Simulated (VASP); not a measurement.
# Ti (P6_3/mmc) in VASP: a series of runs

Runs on Ti. Level: PBE. Tasks: electric field gradients.

All numbers are computed with VASP 6.6.1; they aren't measurements. Logs are shortened: lines on timing, memory, paths and dates and some standing lists are left out, and cuts for length are marked.

### 1 The cell of the first run

The structure is hexagonal, space group P6_3/mmc (No. 194). Conventional cell: a = 2.920 Å, b = 2.920 Å, c = 4.686 Å, α = 90.00°, β = 90.00°, γ = 120.00°. Within 3.8 Å of Ti (site symmetry -6m2) lie 12 Ti at 2.89 to 2.92 Å.

### 2 Electric field gradients, PBE (equal xx and yy strain of -1 %)

File INCAR:

```
SYSTEM = Ti
ALGO = Normal
EDIFF = 1E-8
ENCUT = 400
GGA = PE
GGA_COMPAT = .FALSE.
ISIF = 2
ISMEAR = -1
LASPH = .TRUE.
LCHARG = .FALSE.
LEFG = .TRUE.
LREAL = .FALSE.
LWAVE = .FALSE.
NBANDS = 19
NELM = 120
PREC = Accurate
SIGMA = 0.08
```

File KPOINTS:

```
k-points
0
G
  13 13 7
  0 0 0
```

File POSCAR:

```
Ti
1.0
    2.9204978818      0.0000000000      0.0000000000
   -1.4602489409      2.5292253573      0.0000000000
    0.0000000000      0.0000000000      4.6860000000
Ti
2
Direct
    0.3333333333      0.6666666667      0.2500000000
    0.6666666667      0.3333333333      0.7500000000
```

Potentials or basis: VASP PAW PBE potentials, release 64 (Ti_sv).

On the command line:

```bash
> cat potpaw_PBE.64/Ti_sv/POTCAR > POTCAR
> mpirun -np 1 vasp_std > vasp.out
```

OUTCAR:

```text
SYSTEM = Ti
   EDIFF = 1E-8
   ENCUT = 400
   GGA = PE
   ISIF = 2
   ISMEAR = -1
   LASPH = .TRUE.
   LREAL = .FALSE.
   NELM = 120
   PREC = Accurate

 ion  position               nearest neighbor table
   1  0.333  0.667  0.250-   2 2.89   2 2.89   2 2.89   2 2.89   2 2.89   2 2.89
   2  0.667  0.333  0.750-   1 2.89   1 2.89   1 2.89   1 2.89   1 2.89   1 2.89

  LATTYP: Found a hexagonal cell.
 ALAT       =     2.9204978818
 C/A-ratio  =     1.6045209377

  Lattice vectors:

 A1 = (   2.9204978818,   0.0000000000,   0.0000000000)
 A2 = (  -1.4602489409,   2.5292253573,   0.0000000000)
 A3 = (   0.0000000000,   0.0000000000,   4.6860000000)

Analysis of symmetry for initial positions (statically):
=====================================================================
 Subroutine PRICEL returns:
 Original cell was already a primitive cell.

 Routine SETGRP: Setting up the symmetry group for a
 hexagonal supercell.

 Subroutine GETGRP returns: Found 24 space group operations
 (whereof 12 operations were pure point group operations)
 out of a pool of 24 trial point group operations.

The static configuration has the point symmetry D_3d.
 The point group associated with its full space group is D_6h.

Analysis of symmetry for dynamics (positions and initial velocities):
=====================================================================
 Subroutine PRICEL returns:
 Original cell was already a primitive cell.

 Routine SETGRP: Setting up the symmetry group for a
 hexagonal supercell.

 Subroutine GETGRP returns: Found 24 space group operations
 (whereof 12 operations were pure point group operations)
 out of a pool of 24 trial point group operations.

The dynamic configuration has the point symmetry D_3d.
 The point group associated with its full space group is D_6h.

 Subroutine INISYM returns: Found 24 space group operations
 (whereof 12 operations are pure point group operations),
 and found     1 'primitive' translations

----------------------------------------------------------------------------------------

                                     Primitive cell

  volume of cell :      34.6136

  direct lattice vectors                    reciprocal lattice vectors
     2.920497882  0.000000000  0.000000000     0.342407370  0.197688987  0.000000000
    -1.460248941  2.529225357  0.000000000     0.000000000  0.395377975  0.000000000
     0.000000000  0.000000000  4.686000000     0.000000000  0.000000000  0.213401622

  length of vectors
     2.920497882  2.920497882  4.686000000     0.395377975  0.395377975  0.213401622

  position of ions in fractional coordinates (direct lattice)
     0.333333333  0.666666667  0.250000000
     0.666666667  0.333333333  0.750000000

  ion indices of the primitive-cell ions
   primitive index   ion index
                 1           1
                 2           2

----------------------------------------------------------------------------------------

 KPOINTS: k-points

Automatic generation of k-mesh.
 Grid dimensions read from file:
 generate k-points for:   13   13    7

 Generating k-lattice:

  Cartesian coordinates                     Fractional coordinates (reciprocal lattice)
     0.026339028  0.015206845  0.000000000     0.076923077  0.000000000  0.000000000
     0.000000000  0.030413690  0.000000000     0.000000000  0.076923077  0.000000000
     0.000000000  0.000000000  0.030485946     0.000000000  0.000000000  0.142857143

  Length of vectors
     0.030413690  0.030413690  0.030485946

  Shift w.r.t. Gamma in fractional coordinates (k-lattice)
     0.000000000  0.000000000  0.000000000

 Subroutine IBZKPT returns following result:
 ===========================================

 Found     84 irreducible k-points:

 Following reciprocal coordinates:
            Coordinates               Weight
  0.000000  0.000000  0.000000      1.000000
  0.076923  0.000000  0.000000      6.000000
  0.153846  0.000000  0.000000      6.000000
  0.230769  0.000000  0.000000      6.000000
  0.307692  0.000000  0.000000      6.000000
  0.384615  0.000000  0.000000      6.000000
[... 16 lines left out ...]
  0.076923  0.000000  0.142857     12.000000
  0.153846  0.000000  0.142857     12.000000
 [... further k-points ...]
   k-points           NKPTS =     84   k-points in BZ     NKDIM =     84   number of bands    NBANDS=     19
   number of dos      NEDOS =    301   number of ions     NIONS =      2
   total plane-waves  NPLWV =  12800
   dimension x,y,z NGX =    20 NGY =   20 NGZ =   32
   dimension x,y,z NGXF=    40 NGYF=   40 NGZF=   64
   ions per type =               2
   NGX,Y,Z   is equivalent  to a cutoff of  11.38, 11.38, 11.35 a.u.
   NGXF,Y,Z  is equivalent  to a cutoff of  22.77, 22.77, 22.71 a.u.
 SYSTEM =  Ti
   PREC   = accura    normal or accurate (medium, high low for compatibility)
   ISTART =      0    job   : 0-new  1-cont  2-samecut
   ICHARG =      2    charge: 1-file 2-atom 10-const
   ISPIN  =      1    spin polarized calculation?
   LNONCOLLINEAR =      F non collinear calculations
   LSORBIT =      F    spin-orbit coupling
   LASPH  =      T    aspherical Exc in radial PAW
   ENCUT  =  400.0 eV  29.40 Ry    5.42 a.u.   4.76  4.76  7.64*2*pi/ulx,y,z
   NELM   =    120;   NELMIN=  2; NELMDL= -5     # of ELM steps
   EDIFF  = 0.1E-07   stopping-criterion for ELM
   LREAL  =      F    real-space projection
   EDIFFG = 0.1E-06   stopping-criterion for IOM
   NSW    =      0    number of steps for IOM
   IBRION =     -1    ionic relax: 0-MD 1-quasi-New 2-CG
   NFREE  =      0    steps in history (QN), initial steepest desc. (CG)
   ISIF   =      2    stress and relaxation
   ISYM   =      2    0-nonsym 1-usesym 2-fastsym
   POTIM  = 0.5000    time-step for ionic-motion
   TEBEG  =    0.0;   TEEND  =   0.0 temperature during run
   PSTRESS=    0.0 pullay stress
   NELECT =      24.0000    total number of electrons
   NUPDOWN=      -1.0000    fix difference up-down
   EMIN   =  10.00;   EMAX   =-10.00  energy-range for DOS
   EFERMI =   0.00;   METHOD = LEGACY
   ISMEAR =    -1;   SIGMA  =   0.08  broadening in eV -4-tet -1-fermi 0-gaus
   EFERMI_NEDOS =   21; number of points for ismear=-14 and -15
   IALGO  =     38    algorithm
   IMIX   =      4    mixing-type and parameters
     AMIX     =   0.40;   BMIX     =  1.00
     AMIX_MAG =   1.60;   BMIX_MAG =  1.00
  volume/ion in A,a.u.               =      17.31       116.79
  Fermi-wavevector in a.u.,A,eV,Ry     =   1.448982  2.738179 28.566099  2.099549
  Thomas-Fermi vector in A             =   2.566761
   LORBIT       =      0    0 simple, 1 ext, 2 COOP (PROOUT), +10 PAW based schemes
   GGA     = PE    functional components
   LHFCALC =     F    Hartree Fock is set to
   AEXX    =    0.0000 exact exchange contribution
   IVDW    =     0    specifies the selected vdW correction
   LEPSILON=     F    determine dielectric tensor
   LRPA    =     F    only Hartree local field effects (RPA)
 non-spin polarized calculation
  energy-cutoff  :      400.00
  volume of cell :       34.61
 maximum number of plane-waves:       641
 NGX is ok and might be reduce to    20
   NGX =  9   NGY =  9   NGZ = 15

 number of electron      24.0000012 magnetization

 Free energy of the ion-electron system (eV)
  ---------------------------------------------------
  ext. energy  EPLUGINS =         0.00000000
  ---------------------------------------------------
  free energy    TOTEN  =       -15.67685934 eV

  energy without entropy =      -15.62910920  energy(sigma->0) =      -15.65298427

 E-fermi :   8.3660     XC(G=0): -11.5141

 val. band max:        8.3638570284   @ k =   0.2308   0.2308   0.4286
 cond. band min:       8.3723191875   @ k =   0.0769   0.0769   0.4286
 fundamental gap:      0.0084621590
 Fermi energy:         8.3660483140

 k-point     1 :       0.0000    0.0000    0.0000
  band No.  band energies     occupation
      1     -48.4581      2.00000
      2     -48.3237      2.00000
      3     -25.0468      2.00000
      4     -24.4015      2.00000
      5     -24.4015      2.00000
      6     -24.3488      2.00000
[... 11 lines left out ...]
     18      10.0770      0.00000
     19      11.5551      0.00000
[... 485 lines left out ...]
 k-point    24 :       0.1538    0.0000    0.1429
  band No.  band energies     occupation
      1     -48.4288      2.00000
      2     -48.3208      2.00000
      3     -24.9694      2.00000
      4     -24.5006      2.00000
      5     -24.4518      2.00000
      6     -24.4296      2.00000
[... 11 lines left out ...]
     18      10.1684      0.00000
     19      11.6789      0.00000

 [... further k-points ...]

------------------------ aborting loop because EDIFF is reached ----------------------------------------

  FORCE on cell =-STRESS in cart. coord.  units (eV):
  Direction    XX          YY          ZZ          XY          YZ          ZX
  --------------------------------------------------------------------------------------
  -------------------------------------------------------------------------------------
  Total        0.0119969      0.0119969     -0.3000526      0.0000000      0.0000000      0.0000000
  in kB        0.5553082      0.5553082    -13.8886888      0.0000000      0.0000000      0.0000000
  external PRESSURE =      -4.2593575 kB  Pullay stress =       0.0000000 kB

 VOLUME and BASIS-vectors are now :
 -----------------------------------------------------------------------------
  energy-cutoff  :      400.00
  volume of cell :       34.61
      direct lattice vectors                 reciprocal lattice vectors
     2.920497882  0.000000000  0.000000000     0.342407370  0.197688987  0.000000000
    -1.460248941  2.529225357  0.000000000     0.000000000  0.395377975  0.000000000
     0.000000000  0.000000000  4.686000000     0.000000000  0.000000000  0.213401622

 POSITION                                       TOTAL-FORCE (eV/Angst)
 -----------------------------------------------------------------------------------
     -0.00000      1.68615      1.17150        -0.000000     -0.000000      0.000000
      1.46025      0.84308      3.51450         0.000000      0.000000      0.000000
 -----------------------------------------------------------------------------------
    total drift:                                0.000000     -0.000000      0.000000

  FREE ENERGIE OF THE ION-ELECTRON SYSTEM (eV)
  ---------------------------------------------------
  free  energy   TOTEN  =       -15.6768593442 eV

  energy  without entropy=      -15.6291091984  energy(sigma->0) =      -15.65298427

 Electric field gradients (V/A^2)
---------------------------------------------------------------------
 ion       V_xx      V_yy      V_zz      V_xy      V_xz      V_yz
---------------------------------------------------------------------
   1      -7.651    -7.648    15.299     0.002    -0.000     0.000
   2      -7.651    -7.648    15.299     0.002     0.000    -0.000
---------------------------------------------------------------------

 Electric field gradients after diagonalization (V/A^2)
 (convention: |V_zz| > |V_xx| > |V_yy|)
----------------------------------------------------------------------
 ion       V_xx      V_yy      V_zz     asymmetry (V_yy - V_xx)/ V_zz
----------------------------------------------------------------------
   1      -7.652    -7.647    15.299       0.000
   2      -7.652    -7.647    15.299       0.000
----------------------------------------------------------------------

           NMR quadrupolar parameters

 Cq : quadrupolar parameter    Cq=e*Q*V_zz/h
 eta: asymmetry parameters     (V_yy - V_xx)/ V_zz
 Q  : nuclear electric quadrupole moment in mb (millibarn)
----------------------------------------------------------------------
 ion       Cq(MHz)       eta       Q (mb)
----------------------------------------------------------------------
   1       0.037       0.000       1.000
   2       0.037       0.000       1.000
----------------------------------------------------------------------
```

Run time: 50 s. Hardware: 1 thread of Intel Xeon Platinum 8259CL at 2.50GHz (Skylake/Cascade Lake), shared host; peak memory 0.15 GiB.

Results:

```
Free energy                             : -15.6769 eV
Pressure                                : -0.4 GPa
Band gap on the k mesh                  : zero (bands 12 and 13 overlap by 1.11 eV)
Largest electric field gradient by atom : Ti +15.3 V/Å²
```

Stress tensor (GPa, compression positive):
```
 0.06  0.00  0.00
 0.00  0.06  0.00
 0.00  0.00 -1.39
```

Electric field gradients, principal values (V/Å²):
```tsv
atom	least	middle	greatest (by size)
1 Ti	-7.647	-7.652	15.299
2 Ti	-7.647	-7.652	15.299
```

Caveat: the cell differs from its parent crystal (equal xx and yy strain of -1 %); without QUAD_EFG the Cq values of the log hold for a quadrupole moment of 1 mb, not for the nuclei.

### 3 Electric field gradients, PBE (equal xx and yy strain of -1 %)

File INCAR:

```
  ALGO = Normal
  EDIFF = 1E-8
  ENCUT = 400
  GGA = PE
  GGA_COMPAT = F
  ISIF = 2
  ISMEAR = -1
  LASPH = T
  LCHARG = F
  LEFG = T
  LREAL = F
  LWAVE = F
  NBANDS = 19
  NELM = 120
  PREC = Accurate
  SIGMA = 0.08
```

File KPOINTS:

```
k-points
0
Gamma
  13 13 7
```

POSCAR is that of step 2.

Potentials or basis: VASP PAW PBE potentials, release 64 (Ti_sv).

On the command line:

```bash
> cat potpaw_PBE.64/Ti_sv/POTCAR > POTCAR
> mpirun -np 1 vasp_std > vasp.out
```

OUTCAR:

```text
EDIFF = 1E-8
   ENCUT = 400
   GGA = PE
   ISIF = 2
   ISMEAR = -1
   LASPH = T
   LREAL = F
   NELM = 120
   PREC = Accurate

 ion  position               nearest neighbor table
   1  0.333  0.667  0.250-   2 2.89   2 2.89   2 2.89   2 2.89   2 2.89   2 2.89
   2  0.667  0.333  0.750-   1 2.89   1 2.89   1 2.89   1 2.89   1 2.89   1 2.89

  LATTYP: Found a hexagonal cell.
 ALAT       =     2.9204978818
 C/A-ratio  =     1.6045209377

  Lattice vectors:

 A1 = (   2.9204978818,   0.0000000000,   0.0000000000)
 A2 = (  -1.4602489409,   2.5292253573,   0.0000000000)
 A3 = (   0.0000000000,   0.0000000000,   4.6860000000)

Analysis of symmetry for initial positions (statically):
=====================================================================
 Subroutine PRICEL returns:
 Original cell was already a primitive cell.

 Routine SETGRP: Setting up the symmetry group for a
 hexagonal supercell.

 Subroutine GETGRP returns: Found 24 space group operations
 (whereof 12 operations were pure point group operations)
 out of a pool of 24 trial point group operations.

The static configuration has the point symmetry D_3d.
 The point group associated with its full space group is D_6h.

Analysis of symmetry for dynamics (positions and initial velocities):
=====================================================================
 Subroutine PRICEL returns:
 Original cell was already a primitive cell.

 Routine SETGRP: Setting up the symmetry group for a
 hexagonal supercell.

 Subroutine GETGRP returns: Found 24 space group operations
 (whereof 12 operations were pure point group operations)
 out of a pool of 24 trial point group operations.
[... 158 lines left out ...]
  band No.  band energies     occupation
      1     -48.4581      2.00000
      2     -48.3237      2.00000
      3     -25.0468      2.00000
      4     -24.4015      2.00000
      5     -24.4015      2.00000
      6     -24.3488      2.00000
[... 505 lines left out ...]
      6     -24.4296      2.00000
[... 11 lines left out ...]
     18      10.1684      0.00000
     19      11.6789      0.00000

 [... further k-points ...]

------------------------ aborting loop because EDIFF is reached ----------------------------------------

  FORCE on cell =-STRESS in cart. coord.  units (eV):
  Direction    XX          YY          ZZ          XY          YZ          ZX
  --------------------------------------------------------------------------------------
  -------------------------------------------------------------------------------------
  Total        0.0119969      0.0119969     -0.3000526      0.0000000      0.0000000      0.0000000
  in kB        0.5553082      0.5553082    -13.8886888      0.0000000      0.0000000      0.0000000
  external PRESSURE =      -4.2593575 kB  Pullay stress =       0.0000000 kB

 VOLUME and BASIS-vectors are now :
 -----------------------------------------------------------------------------
  energy-cutoff  :      400.00
  volume of cell :       34.61
      direct lattice vectors                 reciprocal lattice vectors
     2.920497882  0.000000000  0.000000000     0.342407370  0.197688987  0.000000000
    -1.460248941  2.529225357  0.000000000     0.000000000  0.395377975  0.000000000
     0.000000000  0.000000000  4.686000000     0.000000000  0.000000000  0.213401622

 POSITION                                       TOTAL-FORCE (eV/Angst)
 -----------------------------------------------------------------------------------
     -0.00000      1.68615      1.17150        -0.000000     -0.000000      0.000000
      1.46025      0.84308      3.51450         0.000000      0.000000      0.000000
 -----------------------------------------------------------------------------------
    total drift:                                0.000000     -0.000000      0.000000

  FREE ENERGIE OF THE ION-ELECTRON SYSTEM (eV)
  ---------------------------------------------------
  free  energy   TOTEN  =       -15.6768593442 eV

  energy  without entropy=      -15.6291091984  energy(sigma->0) =      -15.65298427

 Electric field gradients (V/A^2)
---------------------------------------------------------------------
 ion       V_xx      V_yy      V_zz      V_xy      V_xz      V_yz
---------------------------------------------------------------------
   1      -7.651    -7.648    15.299     0.002    -0.000     0.000
   2      -7.651    -7.648    15.299     0.002     0.000    -0.000
---------------------------------------------------------------------

 Electric field gradients after diagonalization (V/A^2)
 (convention: |V_zz| > |V_xx| > |V_yy|)
----------------------------------------------------------------------
 ion       V_xx      V_yy      V_zz     asymmetry (V_yy - V_xx)/ V_zz
----------------------------------------------------------------------
   1      -7.652    -7.647    15.299       0.000
   2      -7.652    -7.647    15.299       0.000
----------------------------------------------------------------------

           NMR quadrupolar parameters

 Cq : quadrupolar parameter    Cq=e*Q*V_zz/h
 eta: asymmetry parameters     (V_yy - V_xx)/ V_zz
 Q  : nuclear electric quadrupole moment in mb (millibarn)
----------------------------------------------------------------------
 ion       Cq(MHz)       eta       Q (mb)
----------------------------------------------------------------------
   1       0.037       0.000       1.000
   2       0.037       0.000       1.000
----------------------------------------------------------------------
```

It took 46 s on 1 thread of Intel Xeon Platinum 8259CL at 2.50GHz (Skylake/Cascade Lake), shared host; peak memory 0.15 GiB.

Results:

| Quantity | Value |
| --- | --- |
| Free energy | -15.6769 eV |
| Pressure | -0.4 GPa |
| Band gap on the k mesh | zero (bands 12 and 13 overlap by 1.11 eV) |
| Largest electric field gradient by atom | Ti +15.3 V/Å² |

Electric field gradients, principal values (V/Å²):
| atom | least | middle | greatest (by size) |
| --- | --- | --- | --- |
| 1 Ti | -7.647 | -7.652 | 15.299 |
| 2 Ti | -7.647 | -7.652 | 15.299 |

Caveat: the cell differs from its parent crystal (equal xx and yy strain of -1 %); without QUAD_EFG the Cq values of the log hold for a quadrupole moment of 1 mb, not for the nuclei.
